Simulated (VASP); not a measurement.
# AlRu (Pm-3m) in VASP: single point with PBE

Aim: the single point of AlRu with PBE.

Program: VASP 6.6.1. These are calculated values, not measurements. Logs are shortened: lines on timing, memory, paths and dates and some standing lists are left out, and cuts for length are marked.

### 1 The cell of the first run

It takes space group Pm-3m (No. 221, cubic). Conventional cell: a = 3.004 Å, b = 3.004 Å, c = 3.004 Å, α = 90.00°, β = 90.00°, γ = 90.00°. Al (site symmetry m-3m) has 8 Ru at 2.60 Å and 6 Al at 3.00 Å within 3.4 Å. Within 3.4 Å of Ru (site symmetry m-3m) lie 8 Al at 2.60 Å and 6 Ru at 3.00 Å.

### 2 Single point, PBE

INCAR

```
PREC = Accurate ; ENCUT = 520
EDIFF = 1E-6 ; ISMEAR = 0
SIGMA = 0.1 ; LREAL = F
LASPH = T ; NELM = 60
ALGO = Fast ; ISIF = 2
LWAVE = F ; LCHARG = F
GGA = PE ; NBANDS = 63
```

KPOINTS

```
Automatic mesh
0
Gamma
  8 8 6
```

POSCAR

```
AlRu
1.0
    4.2484173601      0.0000000000      0.0000000000
    0.0000000000      5.2032273734      0.0000000000
    0.0000000000      0.0000000000      7.3584747195
Al Ru
6 6
Direct
    0.0000000000      0.0000000000      0.0000000000
    0.5000000000      0.6666666667      0.1666666667
    0.0000000000      0.3333333333      0.3333333333
    0.5000000000      0.0000000000      0.5000000000
    0.0000000000      0.6666666667      0.6666666667
    0.5000000000      0.3333333333      0.8333333333
    1.0000000000      0.5000000000      1.0000000000
    0.5000000000      0.1666666667      0.1666666667
    1.0000000000      0.8333333333      0.3333333333
    0.5000000000      0.5000000000      0.5000000000
    0.0000000000      0.1666666667      0.6666666667
    0.5000000000      0.8333333333      0.8333333333
```

Potentials or basis: VASP PAW PBE potentials, release 64 (Al, Ru_pv).

On the command line:

```bash
cat potpaw_PBE.64/Al/POTCAR potpaw_PBE.64/Ru_pv/POTCAR > POTCAR
mpirun -np 1 vasp_std > vasp.out
```

OUTCAR:

```text
PREC = Accurate
   ENCUT = 520
   EDIFF = 1E-6
   ISMEAR = 0
   LREAL = F
   LASPH = T
   NELM = 60
   ISIF = 2
   GGA = PE

 ion  position               nearest neighbor table
   1  0.000  0.000  0.000-   9 2.60  11 2.60   7 2.60   7 2.60  12 2.60   8 2.60   8 2.60  12 2.60
                             3 3.00   5 3.00   2 3.00   6 3.00   2 3.00   6 3.00
   2  0.500  0.667  0.167-   9 2.60   9 2.60  10 2.60   8 2.60   8 2.60   7 2.60   7 2.60  12 2.60
                             4 3.00   1 3.00   1 3.00   3 3.00   3 3.00   6 3.00
   3  0.000  0.333  0.333-   8 2.60   8 2.60   7 2.60   9 2.60   9 2.60  10 2.60  10 2.60  11 2.60
                             1 3.00   4 3.00   4 3.00   2 3.00   2 3.00   5 3.00
   4  0.500  0.000  0.500-   8 2.60  12 2.60  10 2.60  10 2.60   9 2.60  11 2.60   9 2.60  11 2.60
                             2 3.00   6 3.00   3 3.00   5 3.00   5 3.00   3 3.00
   5  0.000  0.667  0.667-  12 2.60  12 2.60   7 2.60  11 2.60  11 2.60  10 2.60  10 2.60   9 2.60
                             1 3.00   4 3.00   4 3.00   6 3.00   6 3.00   3 3.00
   6  0.500  0.333  0.833-  11 2.60  11 2.60  10 2.60  12 2.60  12 2.60   7 2.60   7 2.60   8 2.60
                             4 3.00   1 3.00   1 3.00   5 3.00   5 3.00   2 3.00
   7  0.000  0.500  0.000-   3 2.60   5 2.60   1 2.60   1 2.60   6 2.60   2 2.60   2 2.60   6 2.60
                            11 3.00   9 3.00  12 3.00   8 3.00   8 3.00  12 3.00
   8  0.500  0.167  0.167-   3 2.60   3 2.60   4 2.60   2 2.60   2 2.60   1 2.60   1 2.60   6 2.60
                            10 3.00   7 3.00   7 3.00   9 3.00   9 3.00  12 3.00
   9  0.000  0.833  0.333-   2 2.60   2 2.60   1 2.60   3 2.60   3 2.60   4 2.60   4 2.60   5 2.60
                             7 3.00  10 3.00  10 3.00   8 3.00   8 3.00  11 3.00
  10  0.500  0.500  0.500-   2 2.60   6 2.60   4 2.60   4 2.60   3 2.60   5 2.60   3 2.60   5 2.60
                            12 3.00   8 3.00   9 3.00  11 3.00   9 3.00  11 3.00
  11  0.000  0.167  0.667-   6 2.60   6 2.60   1 2.60   5 2.60   5 2.60   4 2.60   4 2.60   3 2.60
                             7 3.00  10 3.00  10 3.00  12 3.00  12 3.00   9 3.00
  12  0.500  0.833  0.833-   5 2.60   5 2.60   4 2.60   6 2.60   6 2.60   1 2.60   1 2.60   2 2.60
                            10 3.00   7 3.00   7 3.00  11 3.00  11 3.00   8 3.00

  LATTYP: Found a simple orthorhombic cell.
 ALAT       =     4.2484173601
 B/A-ratio  =     1.2247448714
 C/A-ratio  =     1.7320508076

  Lattice vectors:

 A1 = (   4.2484173601,   0.0000000000,   0.0000000000)
 A2 = (   0.0000000000,   5.2032273734,   0.0000000000)
 A3 = (   0.0000000000,   0.0000000000,   7.3584747195)

Analysis of symmetry for initial positions (statically):
=====================================================================
 Subroutine PRICEL returns following result:

  LATTYP: Found a simple cubic cell.
 ALAT       =     3.0040847247

  Lattice vectors:

[... 156 lines left out ...]
     AMIX     =   0.40;   BMIX     =  1.00
     AMIX_MAG =   1.60;   BMIX_MAG =  1.00
  volume/ion in A,a.u.               =      13.56        91.48
  Fermi-wavevector in a.u.,A,eV,Ry     =   1.401239  2.647958 26.714651  1.963471
  Thomas-Fermi vector in A             =   2.524120
   LORBIT       =      0    0 simple, 1 ext, 2 COOP (PROOUT), +10 PAW based schemes
   GGA     = PE    functional components
   LHFCALC =     F    Hartree Fock is set to
   AEXX    =    0.0000 exact exchange contribution
   IVDW    =     0    specifies the selected vdW correction
   LEPSILON=     F    determine dielectric tensor
   LRPA    =     F    only Hartree local field effects (RPA)
 non-spin polarized calculation
 RMM-DIIS sequential band-by-band and
 Gauss-broadening in eV      SIGMA  =   0.10
  energy-cutoff  :      520.00
  volume of cell :      162.66
 maximum number of plane-waves:      4412
   NGX = 15   NGY = 19   NGZ = 27

 number of electron     101.9999990 magnetization

 Free energy of the ion-electron system (eV)
  ---------------------------------------------------
  ext. energy  EPLUGINS =         0.00000000
  ---------------------------------------------------
  free energy    TOTEN  =       -85.57823516 eV

  energy without entropy =      -85.52878286  energy(sigma->0) =      -85.55350901

 E-fermi :  10.5474     XC(G=0): -12.5022

 val. band max:       10.5471686932   @ k =   0.2500   0.1250   0.1667
 cond. band min:      10.5477212936   @ k =   0.2500   0.5000   0.1667
 fundamental gap:      0.0005526005
 Fermi energy:        10.5474382680

 k-point     1 :       0.0000    0.0000    0.0000
  band No.  band energies     occupation
      1     -31.3981      2.00000
      2     -31.3962      2.00000
      3     -31.3598      2.00000
      4     -31.3598      2.00000
      5     -31.3409      2.00000
      6     -31.3409      2.00000
[... 1573 lines left out ...]
     62      17.3627      0.00000
     63      17.3635      0.00000

 [... further k-points ...]

------------------------ aborting loop because EDIFF is reached ----------------------------------------

  FORCE on cell =-STRESS in cart. coord.  units (eV):
  Direction    XX          YY          ZZ          XY          YZ          ZX
  --------------------------------------------------------------------------------------
  -------------------------------------------------------------------------------------
  Total       -0.1286772     -0.1632788     -0.0443406      0.0000000      0.0485627      0.0000000
  in kB       -1.2674312     -1.6082463     -0.4367412      0.0000000      0.4783275      0.0000000
  external PRESSURE =      -1.1041396 kB  Pullay stress =       0.0000000 kB

 VOLUME and BASIS-vectors are now :
 -----------------------------------------------------------------------------
  energy-cutoff  :      520.00
  volume of cell :      162.66
      direct lattice vectors                 reciprocal lattice vectors
     4.248417360  0.000000000  0.000000000     0.235381770  0.000000000  0.000000000
     0.000000000  5.203227373  0.000000000     0.000000000  0.192188411  0.000000000
     0.000000000  0.000000000  7.358474720     0.000000000  0.000000000  0.135897729

 POSITION                                       TOTAL-FORCE (eV/Angst)
 -----------------------------------------------------------------------------------
      0.00000      0.00000      0.00000         0.000000      0.000000     -0.000000
      2.12421      3.46882      1.22641        -0.000000      0.000000     -0.000000
      0.00000      1.73441      2.45282         0.000000     -0.000000     -0.000000
      2.12421      0.00000      3.67924         0.000000      0.000000     -0.000000
      0.00000      3.46882      4.90565         0.000000      0.000000     -0.000000
      2.12421      1.73441      6.13206         0.000000      0.000000     -0.000000
      0.00000      2.60161      0.00000         0.000000      0.000000     -0.000000
      2.12421      0.86720      1.22641        -0.000000      0.000000     -0.000000
      0.00000      4.33602      2.45282         0.000000     -0.000000      0.000000
      2.12421      2.60161      3.67924         0.000000      0.000000     -0.000000
      0.00000      0.86720      4.90565         0.000000      0.000000     -0.000000
      2.12421      4.33602      6.13206        -0.000000     -0.000000      0.000000
 -----------------------------------------------------------------------------------
    total drift:                                0.000000      0.000000      0.000000

  FREE ENERGIE OF THE ION-ELECTRON SYSTEM (eV)
  ---------------------------------------------------
  free  energy   TOTEN  =       -85.5782351600 eV

  energy  without entropy=      -85.5287828579  energy(sigma->0) =      -85.55350901
```

stdout:

```text
POSCAR found type information on POSCAR AlRu
 POSCAR found :  2 types and      12 ions
 scaLAPACK will be used
 LDA part: xc-table for (Slater+PW92), standard interpolation
 POSCAR, INCAR and KPOINTS ok, starting setup
 FFT: planning ... GRIDC
 FFT: planning ... GRID_SOFT
 FFT: planning ... GRID
 WAVECAR not read
 entering main loop
```

Wall time 9.6 min (1 thread of Intel Xeon 6975P-C (Granite Rapids), shared host); peak memory 0.9 GiB.

What came out:

* Free energy: -85.5782 eV
* Pressure: -0.1 GPa
* Band gap on the k mesh: zero (bands 51 and 52 overlap by 1.52 eV)
